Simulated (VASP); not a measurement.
Wanted: the native input for a VASP 6.6.1 run.

```
Task                   : single point
Functional             : r2SCAN
Potentials or basis    : VASP PAW PBE potentials, release 64 (Sn_d, Al)
Cutoff                 : 520 eV
k mesh                 : 7 × 7 × 8
Occupations            : fermi-dirac, width 0.05 eV
Spin                   : no spin polarisation
Dipole correction      : no
Further INCAR settings : ALGO = Normal; EDIFF = 1e-06; NBANDS = 16
```

The system is AlSn.

```
Sn Al
1.0
     4.18545    0.00000    0.00000
    -2.09273    3.62471    0.00000
     0.00000    0.00000    3.26425
Sn Al
1 1
Direct
  0.33333 0.66667 0.50000
  0.00000 0.00000 0.00000
```

The input as run:

POSCAR

```
AlSn
1.0
    4.1854532821      0.0000000000      0.0000000000
   -2.0927266410      3.6247088687      0.0000000000
    0.0000000000      0.0000000000      3.2642487501
Sn Al
1 1
Direct
    0.3333333333      0.6666666667      0.5000000000
    0.0000000000      0.0000000000      0.0000000000
```

INCAR.step1

```
ALGO = Normal
EDIFF = 1E-4
ENCUT = 520
GGA = PE
ISMEAR = -1
LASPH = True
LCHARG = False
LREAL = False
LWAVE = True
NBANDS = 16
NELM = 60
PREC = Accurate
SIGMA = 0.05
```

INCAR.step2

```
ALGO = Normal
EDIFF = 1E-6
ENCUT = 520
ISIF = 2
ISMEAR = -1
ISTART = 1
LASPH = True
LCHARG = True
LELF = True
LMIXTAU = True
LREAL = False
LVHAR = True
LWAVE = False
METAGGA = R2SCAN
NBANDS = 16
NELM = 60
PREC = Accurate
SIGMA = 0.05
```

KPOINTS

```
k-points
0
Gamma
  7 7 8
```

Potentials or basis: VASP PAW PBE potentials, release 64 (Sn_d, Al).

Command:

```bash
$ cat potpaw_PBE.64/Sn_d/POTCAR potpaw_PBE.64/Al/POTCAR > POTCAR
$ cp INCAR.step1 INCAR
$ mpirun -np 1 vasp_std > vasp.out
$ cp INCAR.step2 INCAR
$ mpirun -np 1 vasp_std > vasp.out
```

It gave:

| Property | Result |
| --- | --- |
| Pressure | -0.1 GPa |

Caveat: the PAW data sets were made with another functional, which shifts forces and pressure a little.

Run time: 44 s on 1 thread of Intel(R) Xeon(R) Platinum 8559C (Emerald Rapids) (shared host), peak memory 0.19 GiB.
